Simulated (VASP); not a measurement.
# TiS2 (P-3m1) in VASP: further runs

The runs below take TiS2 through single point, with PBEsol.

All numbers are computed with VASP 6.6.1; they aren't measurements. Logs are shortened: lines on timing, memory, paths and dates and some standing lists are left out, and cuts for length are marked.

### 1 The cell of the first run

The structure is trigonal, space group P-3m1 (No. 164). The conventional cell has a = 3.500 Å, b = 3.500 Å, c = 6.021 Å, α = 90.00°, β = 90.00°, γ = 120.00°. Ti (site symmetry -3m) has 6 S at 2.57 Å within 3.4 Å. Within 3.4 Å of S (site symmetry 3m) lie 3 Ti at 2.57 Å.

### 2 Single point, PBEsol, collinear spin, ferromagnetic start (Te replaced by S, lengths x 0.909, strained)

File INCAR:

```
ALGO = Normal
EDIFF = 1E-6
ENCUT = 500
GGA = PS
GGA_COMPAT = False
ISIF = 2
ISMEAR = 0
ISPIN = 2
LASPH = True
LCHARG = False
LMAXMIX = 4
LORBIT = 11
LREAL = False
LWAVE = False
MAGMOM = 1 0 0
NBANDS = 23
NELM = 200
PREC = Accurate
SIGMA = 0.1
```

File KPOINTS:

```
k-points
0
Gamma
  6 6 4
```

File POSCAR:

```
TiS2
1.0
    3.4997810465      0.0000000000      0.0000000000
   -1.7498905232      3.0308992940      0.0000000000
    0.0000000000      0.0000000000      6.0210674863
Ti S
1 2
Direct
    0.0000000000      0.0000000000      0.0000000000
    0.6666666667      0.3333333333      0.2628000000
    0.3333333333      0.6666666667      0.7372000000
```

Potentials or basis: VASP PAW PBE potentials, release 64 (Ti_sv, S).

The run is started by

```bash
cat potpaw_PBE.64/Ti_sv/POTCAR potpaw_PBE.64/S/POTCAR > POTCAR
mpirun -np 1 vasp_std > vasp.out
```

OUTCAR:

```text
EDIFF = 1E-6
   ENCUT = 500
   GGA = PS
   ISIF = 2
   ISMEAR = 0
   ISPIN = 2
   LASPH = True
   LORBIT = 11
   LREAL = False
   NELM = 200
   PREC = Accurate

 ion  position               nearest neighbor table
   1  0.000  0.000  0.000-   2 2.57   3 2.57   2 2.57   3 2.57   2 2.57   3 2.57
   2  0.667  0.333  0.263-   1 2.57   1 2.57   1 2.57
   3  0.333  0.667  0.737-   1 2.57   1 2.57   1 2.57

  LATTYP: Found a hexagonal cell.
 ALAT       =     3.4997810465
 C/A-ratio  =     1.7204126219

  Lattice vectors:

 A1 = (   3.4997810465,   0.0000000000,   0.0000000000)
 A2 = (  -1.7498905232,   3.0308992940,   0.0000000000)
 A3 = (   0.0000000000,   0.0000000000,   6.0210674863)

Analysis of symmetry for initial positions (statically):
=====================================================================
 Subroutine PRICEL returns:
 Original cell was already a primitive cell.

 Routine SETGRP: Setting up the symmetry group for a
 hexagonal supercell.

 Subroutine GETGRP returns: Found 12 space group operations
 (whereof 12 operations were pure point group operations)
 out of a pool of 24 trial point group operations.

The static configuration has the point symmetry D_3d.

Analysis of symmetry for dynamics (positions and initial velocities):
=====================================================================
 Subroutine PRICEL returns:
 Original cell was already a primitive cell.

 Routine SETGRP: Setting up the symmetry group for a
 hexagonal supercell.

 Subroutine GETGRP returns: Found 12 space group operations
 (whereof 12 operations were pure point group operations)
 out of a pool of 24 trial point group operations.

The dynamic configuration has the point symmetry D_3d.

Analysis of structural, dynamic, and magnetic symmetry:
=====================================================================
 Subroutine PRICEL returns:
 Original cell was already a primitive cell.

 Routine SETGRP: Setting up the symmetry group for a
 hexagonal supercell.

 Subroutine GETGRP returns: Found 12 space group operations
 (whereof 12 operations were pure point group operations)
 out of a pool of 24 trial point group operations.

The overall configuration has the point symmetry D_3d.

 Subroutine INISYM returns: Found 12 space group operations
 (whereof 12 operations are pure point group operations),
 and found     1 'primitive' translations

----------------------------------------------------------------------------------------

                                     Primitive cell

  volume of cell :      63.8684

  direct lattice vectors                    reciprocal lattice vectors
     3.499781046  0.000000000  0.000000000     0.285732161  0.164967540  0.000000000
    -1.749890523  3.030899294  0.000000000     0.000000000  0.329935080  0.000000000
     0.000000000  0.000000000  6.021067486     0.000000000  0.000000000  0.166083506

  length of vectors
     3.499781046  3.499781047  6.021067486     0.329935080  0.329935080  0.166083506

  position of ions in fractional coordinates (direct lattice)
     0.000000000  0.000000000  0.000000000
     0.666666667  0.333333333  0.262800000
     0.333333333  0.666666667  0.737200000

  ion indices of the primitive-cell ions
   primitive index   ion index
                 1           1
                 2           2
                 3           3

----------------------------------------------------------------------------------------

 KPOINTS: k-points

Automatic generation of k-mesh.
 Grid dimensions read from file:
 generate k-points for:    6    6    4

 Generating k-lattice:

  Cartesian coordinates                     Fractional coordinates (reciprocal lattice)
     0.047622027  0.027494590  0.000000000     0.166666667  0.000000000  0.000000000
     0.000000000  0.054989180  0.000000000     0.000000000  0.166666667  0.000000000
     0.000000000  0.000000000  0.041520877     0.000000000  0.000000000  0.250000000

  Length of vectors
     0.054989180  0.054989180  0.041520877

  Shift w.r.t. Gamma in fractional coordinates (k-lattice)
     0.000000000  0.000000000  0.000000000

 Subroutine IBZKPT returns following result:
 ===========================================

 Found     24 irreducible k-points:

 Following reciprocal coordinates:
            Coordinates               Weight
  0.000000  0.000000  0.000000      1.000000
  0.166667  0.000000  0.000000      6.000000
  0.333333  0.000000  0.000000      6.000000
  0.500000  0.000000  0.000000      3.000000
  0.166667  0.166667  0.000000      6.000000
  0.333333  0.166667  0.000000     12.000000
[... 16 lines left out ...]
  0.333333  0.166667  0.500000     12.000000
  0.333333  0.333333  0.500000      2.000000
   k-points           NKPTS =     24   k-points in BZ     NKDIM =     24   number of bands    NBANDS=     23
   number of dos      NEDOS =    301   number of ions     NIONS =      3
   total plane-waves  NPLWV =  37632
   dimension x,y,z NGX =    28 NGY =   28 NGZ =   48
   dimension x,y,z NGXF=    56 NGYF=   56 NGZF=   96
   ions per type =               1   2
   NGX,Y,Z   is equivalent  to a cutoff of  13.30, 13.30, 13.25 a.u.
   NGXF,Y,Z  is equivalent  to a cutoff of  26.60, 26.60, 26.51 a.u.
 SYSTEM =  unknown system
   PREC   = accura    normal or accurate (medium, high low for compatibility)
   ISTART =      0    job   : 0-new  1-cont  2-samecut
   ICHARG =      2    charge: 1-file 2-atom 10-const
   ISPIN  =      2    spin polarized calculation?
   LNONCOLLINEAR =      F non collinear calculations
   LSORBIT =      F    spin-orbit coupling
   LASPH  =      T    aspherical Exc in radial PAW
   ENCUT  =  500.0 eV  36.75 Ry    6.06 a.u.   6.38  6.38 10.98*2*pi/ulx,y,z
   NELM   =    200;   NELMIN=  2; NELMDL= -5     # of ELM steps
   EDIFF  = 0.1E-05   stopping-criterion for ELM
   LREAL  =      F    real-space projection
[... 7 lines left out ...]
   TEBEG  =    0.0;   TEEND  =   0.0 temperature during run
   PSTRESS=    0.0 pullay stress
   NELECT =      24.0000    total number of electrons
   NUPDOWN=      -1.0000    fix difference up-down
   EMIN   =  10.00;   EMAX   =-10.00  energy-range for DOS
   EFERMI =   0.00;   METHOD = LEGACY
   ISMEAR =     0;   SIGMA  =   0.10  broadening in eV -4-tet -1-fermi 0-gaus
   EFERMI_NEDOS =   21; number of points for ismear=-14 and -15
   IALGO  =     38    algorithm
   IMIX   =      4    mixing-type and parameters
     AMIX     =   0.40;   BMIX     =  1.00
     AMIX_MAG =   1.60;   BMIX_MAG =  1.00
  volume/ion in A,a.u.               =      21.29       143.67
  Fermi-wavevector in a.u.,A,eV,Ry     =   1.181363  2.232452 18.988536  1.395618
  Thomas-Fermi vector in A             =   2.317638
   LORBIT       =     11    0 simple, 1 ext, 2 COOP (PROOUT), +10 PAW based schemes
   GGA     = PS    functional components
   LHFCALC =     F    Hartree Fock is set to
   AEXX    =    0.0000 exact exchange contribution
   IVDW    =     0    specifies the selected vdW correction
   LEPSILON=     F    determine dielectric tensor
   LRPA    =     F    only Hartree local field effects (RPA)
 spin polarized calculation
 Gauss-broadening in eV      SIGMA  =   0.10
  energy-cutoff  :      500.00
  volume of cell :       63.87
 maximum number of plane-waves:      1642
 NGX is ok and might be reduce to    28
   NGX = 13   NGY = 13   NGZ = 21

 number of electron      24.0000004 magnetization      -0.0003370

 number of electron      24.0000004 magnetization       0.0000134

 Free energy of the ion-electron system (eV)
  ---------------------------------------------------
  ext. energy  EPLUGINS =         0.00000000
  ---------------------------------------------------
  free energy    TOTEN  =       -20.52118116 eV

  energy without entropy =      -20.51468373  energy(sigma->0) =      -20.51793244

 E-fermi :   4.2328     XC(G=0):  -9.8615

 val. band max:        4.1259031996   @ k =   0.5000   0.0000   0.5000
 cond. band min:       4.2338924667   @ k =   0.0000   0.0000   0.5000
 fundamental gap:      0.1079892671
 Fermi energy:         4.2328192942

 spin component 1

 k-point     1 :       0.0000    0.0000    0.0000
  band No.  band energies     occupation
      1     -53.3934      1.00000
      2     -29.6587      1.00000
      3     -29.6580      1.00000
      4     -29.6580      1.00000
      5      -8.8193      1.00000
      6      -7.5795      1.00000
[... 15 lines left out ...]
     22      14.9603      0.00000
     23      16.3263      0.00000

 k-point     2 :       0.1667    0.0000    0.0000
  band No.  band energies     occupation
      1     -53.3915      1.00000
      2     -29.6794      1.00000
      3     -29.6630      1.00000
      4     -29.6548      1.00000
      5      -8.5520      1.00000
      6      -7.4860      1.00000
[... 15 lines left out ...]
     22      14.6723      0.00000
     23      14.7347      0.00000

 k-point     3 :       0.3333    0.0000    0.0000
  band No.  band energies     occupation
      1     -53.3876      1.00000
      2     -29.7218      1.00000
      3     -29.6731      1.00000
      4     -29.6469      1.00000
      5      -7.9052      1.00000
      6      -7.3100      1.00000
[... 15 lines left out ...]
     22      14.0372      0.00000
     23      14.6527      0.00000
[... 495 lines left out ...]
 k-point    23 :       0.3333    0.1667    0.5000
  band No.  band energies     occupation
      1     -53.3857      1.00000
      2     -29.7319      1.00000
      3     -29.6891      1.00000
      4     -29.6430      1.00000
      5      -7.4408      1.00000
      6      -7.2902      1.00000
[... 15 lines left out ...]
     22      14.2667      0.00000
     23      14.5087      0.00000

 k-point    24 :       0.3333    0.3333    0.5000
  band No.  band energies     occupation
      1     -53.3847      1.00000
      2     -29.7170      1.00000
      3     -29.7170      1.00000
      4     -29.6410      1.00000
      5      -7.2353      1.00000
      6      -7.2353      1.00000
[... 15 lines left out ...]
     22      15.0522      0.00000
     23      15.0767      0.00000
 Fermi energy:         4.2328192942

 spin component 2

 k-point     1 :       0.0000    0.0000    0.0000
  band No.  band energies     occupation
      1     -53.3933      1.00000
      2     -29.6587      1.00000
      3     -29.6579      1.00000
      4     -29.6579      1.00000
      5      -8.8193      1.00000
      6      -7.5795      1.00000
[... 15 lines left out ...]
     22      14.9603      0.00000
     23      16.3263      0.00000

 k-point     2 :       0.1667    0.0000    0.0000
  band No.  band energies     occupation
      1     -53.3914      1.00000
      2     -29.6793      1.00000
      3     -29.6630      1.00000
      4     -29.6547      1.00000
      5      -8.5520      1.00000
      6      -7.4860      1.00000
[... 15 lines left out ...]
     22      14.6723      0.00000
     23      14.7347      0.00000

 k-point     3 :       0.3333    0.0000    0.0000
  band No.  band energies     occupation
      1     -53.3876      1.00000
      2     -29.7217      1.00000
      3     -29.6730      1.00000
      4     -29.6468      1.00000
      5      -7.9052      1.00000
      6      -7.3100      1.00000
[... 15 lines left out ...]
     22      14.0372      0.00000
     23      14.6527      0.00000
[... 495 lines left out ...]
 k-point    23 :       0.3333    0.1667    0.5000
  band No.  band energies     occupation
      1     -53.3857      1.00000
      2     -29.7318      1.00000
      3     -29.6890      1.00000
      4     -29.6429      1.00000
      5      -7.4408      1.00000
      6      -7.2903      1.00000
[... 15 lines left out ...]
     22      14.2667      0.00000
     23      14.5087      0.00000

 k-point    24 :       0.3333    0.3333    0.5000
  band No.  band energies     occupation
      1     -53.3847      1.00000
      2     -29.7170      1.00000
      3     -29.7170      1.00000
      4     -29.6410      1.00000
      5      -7.2353      1.00000
      6      -7.2353      1.00000
[... 15 lines left out ...]
     22      15.0626      0.00000
     23      15.0767      0.00000

------------------------ aborting loop because EDIFF is reached ----------------------------------------

  FORCE on cell =-STRESS in cart. coord.  units (eV):
  Direction    XX          YY          ZZ          XY          YZ          ZX
  --------------------------------------------------------------------------------------
  -------------------------------------------------------------------------------------
  Total       -5.0756835     -5.0756835     -6.7308048     -0.0000000      0.0000000      0.0000000
  in kB     -127.3266294   -127.3266294   -168.8463606     -0.0000000      0.0000000      0.0000000
  external PRESSURE =    -141.1665398 kB  Pullay stress =       0.0000000 kB

 VOLUME and BASIS-vectors are now :
 -----------------------------------------------------------------------------
  energy-cutoff  :      500.00
  volume of cell :       63.87
      direct lattice vectors                 reciprocal lattice vectors
     3.499781046  0.000000000  0.000000000     0.285732161  0.164967540  0.000000000
    -1.749890523  3.030899294  0.000000000     0.000000000  0.329935080  0.000000000
     0.000000000  0.000000000  6.021067486     0.000000000  0.000000000  0.166083506

 POSITION                                       TOTAL-FORCE (eV/Angst)
 -----------------------------------------------------------------------------------
      0.00000      0.00000      0.00000        -0.000000      0.000000     -0.000000
      1.74989      1.01030      1.58234        -0.000000      0.000000     -2.043649
     -0.00000      2.02060      4.43873         0.000000      0.000000      2.043649
 -----------------------------------------------------------------------------------
    total drift:                                0.000000     -0.000000      0.000000

  FREE ENERGIE OF THE ION-ELECTRON SYSTEM (eV)
  ---------------------------------------------------
  free  energy   TOTEN  =       -20.5211811577 eV

  energy  without entropy=      -20.5146837286  energy(sigma->0) =      -20.51793244

 total charge

# of ion       s       p       d       tot
------------------------------------------
    1        2.164   6.132   1.699   9.995
    2        1.355   2.269   0.000   3.624
    3        1.355   2.269   0.000   3.624
--------------------------------------------------
tot          4.875  10.670   1.699  17.243

 magnetization (x)

# of ion       s       p       d       tot
------------------------------------------
    1        0.000   0.000   0.000   0.000
    2       -0.000  -0.000   0.000  -0.000
    3       -0.000  -0.000   0.000  -0.000
--------------------------------------------------
tot         -0.000  -0.000   0.000   0.000
```

It took 1.7 min on 1 thread of Intel Xeon Platinum 8488C (Sapphire Rapids), shared host; peak memory 0.24 GiB.

Results:

| Item | Value |
| --- | --- |
| Free energy | -20.5212 eV |
| Pressure | -14.1 GPa |
| Largest force | 2.044 eV/Å |
| Band gap on the k mesh | zero (filled and empty bands overlap) |
| Net moment | 0.00 μB per cell |
| Valence electrons inside the program's atomic spheres | Ti 9.99; S 3.62 |

Forces in eV/Å, atoms in the order of the input:
```
Ti   0.000  0.000  0.000
S    0.000  0.000 -2.044
S    0.000  0.000  2.044
```

Levels at points of the mesh, in eV from the Fermi level:
Spin up:
| k point | band 9 | band 10 | band 11 | band 12 | band 13 | band 14 | band 15 | band 16 |
| --- | --- | --- | --- | --- | --- | --- | --- | --- |
| (0.00, 0.00, 0.00) | -2.04 | -0.16 | 0.18 | 0.18 | 0.54 | 0.54 | 0.60 | 2.78 |
| (0.50, 0.00, 0.00) | -2.57 | -2.45 | -2.08 | -1.25 | 0.08 | 1.38 | 1.74 | 3.06 |
| (0.00, 0.00, 0.50) | -1.99 | -1.99 | 0.00 | 0.00 | 0.53 | 0.53 | 1.06 | 3.03 |
| (0.50, 0.00, 0.50) | -2.56 | -2.27 | -1.22 | -0.90 | -0.11 | 1.38 | 1.72 | 2.74 |
Spin down:
```
           k point  band 9  band 10  band 11  band 12  band 13  band 14  band 15  band 16
(0.00, 0.00, 0.00)   -2.04    -0.16     0.18     0.18     0.54     0.54     0.60     2.78
(0.50, 0.00, 0.00)   -2.57    -2.45    -2.07    -1.25     0.08     1.38     1.74     3.06
(0.00, 0.00, 0.50)   -1.99    -1.99     0.00     0.00     0.53     0.53     1.06     3.03
(0.50, 0.00, 0.50)   -2.56    -2.27    -1.22    -0.90    -0.11     1.38     1.72     2.74
```

Caveat: the cell differs from its parent crystal (Te replaced by S, lengths x 0.909, strained); the PAW data sets were made with another functional, which shifts forces and pressure a little; this functional lacks dispersion, which binds the layers, so the pressure and a relaxed spacing across them are unreliable.

### 3 Single point, PBEsol (Te replaced by S, lengths x 0.909, strained)

File INCAR:

```
SYSTEM = TiS2
ALGO = Normal
EDIFF = 1E-6
ENCUT = 500
GGA = PS
GGA_COMPAT = .FALSE.
ISIF = 2
ISMEAR = 0
LASPH = .TRUE.
LCHARG = .TRUE.
LELF = .TRUE.
LREAL = .FALSE.
LVHAR = .TRUE.
LWAVE = .FALSE.
NBANDS = 19
NELM = 120
PREC = Accurate
SIGMA = 0.1
```

File KPOINTS:

```
k-points
0
G
  15 15 8
  0 0 0
```

POSCAR is that of step 2.

Potentials or basis: VASP PAW PBE potentials, release 64 (Ti_sv, S).

The run is started by

```bash
cat potpaw_PBE.64/Ti_sv/POTCAR potpaw_PBE.64/S/POTCAR > POTCAR
mpirun -np 1 vasp_std > vasp.out
```

Run time: 4.9 min. Hardware: 1 thread of Intel Xeon Platinum 8488C (Sapphire Rapids), shared host; peak memory 0.34 GiB.

The run converged. Its results:

| Property | Result |
| --- | --- |
| Free energy | -20.5363 eV |
| Pressure | -14.2 GPa |
| Largest force | 2.077 eV/Å |
| Band gap on the k mesh | zero (band 12 reaches 4.42 eV, above the bottom of band 13 at 4.13 eV) |

Forces on the atoms (eV/Å):
```
Ti   0.000  0.000  0.000
S    0.000  0.000 -2.077
S    0.000  0.000  2.077
```

Stress tensor (GPa, compression positive):
```
-12.58   0.00   0.00
  0.00 -12.58   0.00
  0.00   0.00 -17.41
```

Levels at points of the mesh, in eV from the Fermi level:
```csv
k point,band 9,band 10,band 11,band 12,band 13,band 14,band 15,band 16
"(0.00, 0.00, 0.00)",-2.00,-0.12,0.24,0.24,0.57,0.57,0.63,2.82
"(0.00, 0.00, 0.50)",-1.95,-1.95,0.05,0.05,0.56,0.56,1.09,3.07
```

Caveat: the cell differs from its parent crystal (Te replaced by S, lengths x 0.909, strained); the PAW data sets were made with another functional, which shifts forces and pressure a little; this functional lacks dispersion, which binds the layers, so the pressure and a relaxed spacing across them are unreliable.
